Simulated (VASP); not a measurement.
# AlN (Fm-3m) in VASP: settings compared, part 2 of 2

VASP 6.6.1. The steps go on from the part before.

### Step 4. Relaxation of cell and atoms, HSE06

This run uses another cell than the first one, of 8.23 Å³/atom, 0.976 times its volume.

Input file POSCAR:

```
AlN
1.0
    0.0000000000      2.0188685302      2.0188685302
    2.0188685302      0.0000000000      2.0188685302
    2.0188685302      2.0188685302      0.0000000000
Al N
1 1
Direct
    0.0000000000      0.0000000000      0.0000000000
    0.5000000000      0.5000000000      0.5000000000
```

Input file INCAR.step1:

```
SYSTEM = AlN
PREC = Accurate
ENCUT = 600
EDIFF = 1E-5
ISMEAR = -1
SIGMA = 0.02
LREAL = .False.
LASPH = .True.
NELM = 100
ALGO = Normal
LWAVE = .True.
LCHARG = .False.
GGA = PE
NBANDS = 11
```

Input file INCAR.step2:

```
SYSTEM = AlN
PREC = Accurate
ENCUT = 600
EDIFF = 1E-7
ISMEAR = -1
SIGMA = 0.02
LREAL = .False.
LASPH = .True.
NELM = 100
ALGO = Normal
ISIF = 3
LWAVE = .False.
LCHARG = .False.
GGA = PE
LHFCALC = .True.
HFSCREEN = 0.2079
PRECFOCK = Normal
IBRION = 2
NSW = 80
EDIFFG = -0.005
ISTART = 1
```

Input file KPOINTS:

```
Automatic mesh
0
Gamma
  6 6 6
  0 0 0
```

Potentials or basis: VASP PAW PBE potentials, release 64 (Al, N).

The run is started by

```sh
$ cat potpaw_PBE.64/Al/POTCAR potpaw_PBE.64/N/POTCAR > POTCAR
$ cp INCAR.step1 INCAR
$ mpirun -np 1 vasp_std > vasp.out
$ cp INCAR.step2 INCAR
$ mpirun -np 1 vasp_std > vasp.out
```

OUTCAR:

```text
SYSTEM = AlN
   PREC = Accurate
   ENCUT = 600
   EDIFF = 1E-7
   ISMEAR = -1
   LREAL = .False.
   LASPH = .True.
   NELM = 100
   ISIF = 3
   GGA = PE
   LHFCALC = .True.
   HFSCREEN = 0.2079
   PRECFOCK = Normal
   IBRION = 2
   NSW = 80
   EDIFFG = -0.005
   ISTART = 1

 ion  position               nearest neighbor table
   1  0.000  0.000  0.000-   2 2.02   2 2.02   2 2.02   2 2.02   2 2.02   2 2.02
   2  0.500  0.500  0.500-   1 2.02   1 2.02   1 2.02   1 2.02   1 2.02   1 2.02

  LATTYP: Found a face centered cubic cell.
 ALAT       =     4.0377370604

  Lattice vectors:

 A1 = (   0.0000000000,   2.0188685302,   2.0188685302)
 A2 = (   2.0188685302,   0.0000000000,   2.0188685302)
 A3 = (   2.0188685302,   2.0188685302,   0.0000000000)

Analysis of symmetry for initial positions (statically):
=====================================================================
 Subroutine PRICEL returns:
 Original cell was already a primitive cell.

 Routine SETGRP: Setting up the symmetry group for a
 face centered cubic supercell.

[... 150 lines left out ...]
  energy-cutoff  :      600.00
  volume of cell :       16.46
 maximum number of plane-waves:       568
  NGX = 18; NGY = 18; NGZ = 18

--------------------------------------- Ionic step        1  -------------------------------------------

 number of electron       7.9999999 magnetization

 Free energy of the ion-electron system (eV)
  ---------------------------------------------------
  ext. energy  EPLUGINS =         0.00000000
  ---------------------------------------------------
  free energy    TOTEN  =       -17.13020672 eV

  energy without entropy =      -17.13020672  energy(sigma->0) =      -17.13020672

------------------------ aborting loop because EDIFF is reached ----------------------------------------

  FORCE on cell =-STRESS in cart. coord.  units (eV):
  Direction    XX          YY          ZZ          XY          YZ          ZX
  --------------------------------------------------------------------------------------
  -------------------------------------------------------------------------------------
  Total       -0.1521022     -0.1521022     -0.1521022      0.0000000      0.0000000     -0.0000000
  in kB      -14.8078484    -14.8078484    -14.8078484      0.0000000      0.0000000     -0.0000000
  external PRESSURE =     -14.8078484 kB  Pullay stress =       0.0000000 kB
[... 59 lines left out ...]
--------------------------------------- Ionic step        3  -------------------------------------------

 number of electron       7.9999999 magnetization

 Free energy of the ion-electron system (eV)
  ---------------------------------------------------
  ext. energy  EPLUGINS =         0.00000000
  ---------------------------------------------------
  free energy    TOTEN  =       -17.13061414 eV

  energy without entropy =      -17.13061414  energy(sigma->0) =      -17.13061414

 E-fermi :   9.6811     XC(G=0): -10.0902

 val. band max:        9.2270919174   @ k =   0.0000   0.0000   0.0000
 cond. band min:      15.2963004632   @ k =   0.5000   0.5000   0.0000
 fundamental gap:      6.0692085458
 Fermi energy:         9.6811052329

 k-point     1 :       0.0000    0.0000    0.0000
  band No.  band energies     occupation
      1     -10.0837      2.00000
      2       9.2271      2.00000
      3       9.2271      2.00000
      4       9.2271      2.00000
      5      16.5760      0.00000
      6      23.0655      0.00000
      7      23.0655      0.00000
      8      23.0655      0.00000
[... 192 lines left out ...]
  FREE ENERGIE OF THE ION-ELECTRON SYSTEM (eV)
  ---------------------------------------------------
  free  energy   TOTEN  =       -17.1306141383 eV

  energy  without entropy=      -17.1306141383  energy(sigma->0) =      -17.13061414

 reached required accuracy - stopping structural energy minimisation
```

OSZICAR.step1:

```text
N       E                     dE             d eps       ncg     rms          rms(c)
DAV:   1     0.138246422842E+02    0.13825E+02   -0.45051E+03   352   0.712E+02
DAV:   2    -0.154514313326E+02   -0.29276E+02   -0.28180E+02   426   0.159E+02
DAV:   3    -0.162842073779E+02   -0.83278E+00   -0.83169E+00   418   0.247E+01
DAV:   4    -0.162874976220E+02   -0.32902E-02   -0.32900E-02   402   0.165E+00
DAV:   5    -0.162875247245E+02   -0.27102E-04   -0.27102E-04   415   0.155E-01    0.761E+00
DAV:   6    -0.145555710851E+02    0.17320E+01   -0.74793E+00   416   0.153E+01    0.268E+00
DAV:   7    -0.145405157716E+02    0.15055E-01   -0.18796E-01   376   0.316E+00    0.177E+00
DAV:   8    -0.145352959035E+02    0.52199E-02   -0.16181E-02   370   0.120E+00    0.339E-01
DAV:   9    -0.145349378454E+02    0.35806E-03   -0.14776E-03   424   0.245E-01    0.153E-01
DAV:  10    -0.145349999762E+02   -0.62131E-04   -0.16107E-04   388   0.909E-02    0.463E-02
DAV:  11    -0.145349924137E+02    0.75625E-05   -0.24055E-05   261   0.291E-02
   1 F= -.14534992E+02 E0= -.14534992E+02  d E =-.316102E-11
```

Run time: 8.1 min. Hardware: 1 thread of Intel Xeon Platinum 8488C (Sapphire Rapids), shared host; peak memory 0.23 GiB.

What came out:

```yaml
Free_energy: -17.1306 eV
Relaxed_volume: 8.18 Å³/atom
Relaxed_cell: a = 2.850 Å, b = 2.850 Å, c = 2.850 Å, α = 60.00°, β = 60.00°, γ = 60.00°
Space_group_after_relaxing_to_0.05_Å: Fm-3m (No. 225)
Energy_gained_by_relaxing: 0.2 meV/atom
Ionic_steps: 3
Pressure_after_relaxing: 0.0 GPa
Band_gap_on_the_k_mesh: 6.07 eV, indirect (least direct gap 7.35 eV)
```

Step by step:
```csv
step,energy change (eV),largest force (eV/Å),pressure (GPa),volume (Å³)
1,0.0000,0.0000,-1.48,16.46
2,0.0001,0.0000,1.61,16.28
3,-0.0004,0.0000,0.01,16.37
```

Final structure:
```
Al N
1.0
     0.00000    2.01528    2.01528
     2.01528    0.00000    2.01528
     2.01528    2.01528    0.00000
Al N
1 1
Direct
  0.00000 0.00000 0.00000
  0.50000 0.50000 0.50000
```

Caveat: the k points lie up to 0.45 Å⁻¹ apart in the final cell; the PAW data sets were made with another functional, which shifts forces and pressure a little. A k mesh can miss the band edges.

### Step 5. Overview

| task | level | cell | k mesh | cutoff (eV) | grid for exact exchange (PRECFOCK) | screening parameter | gap on the mesh (eV) | pressure (GPa) | relaxed volume (Å³/atom) |
| --- | --- | --- | --- | --- | --- | --- | --- | --- | --- |
| relaxation of cell and atoms | r2SCAN | relaxed from a = 2.878 Å, angles 60.0°, 2 atoms | 10 × 10 × 10 | 600 | - | - | 5.56 | 0.1 | 8.21 |
| single point | HSE06 | a = 2.850 Å, angles 60.0°, 2 atoms | 6 × 6 × 6 | 520 | Normal | 0.2079 1/Å | 6.07 | 0.1 | - |
| relaxation of cell and atoms | HSE06 | relaxed from a = 2.855 Å, angles 60.0°, 2 atoms | 6 × 6 × 6 | 600 | Normal | 0.2079 1/Å | 6.07 | 0.0 | 8.18 |

Alike in all rows: potentials or basis VASP PAW PBE potentials, release 64 (Al, N); no spin polarisation; smearing fermi-dirac 0.02 eV.

Caveats: some runs use coarse meshes; the PAW data sets were made with another functional, which shifts forces and pressure a little.

Absolute energies hang on the potentials; compare differences alone.
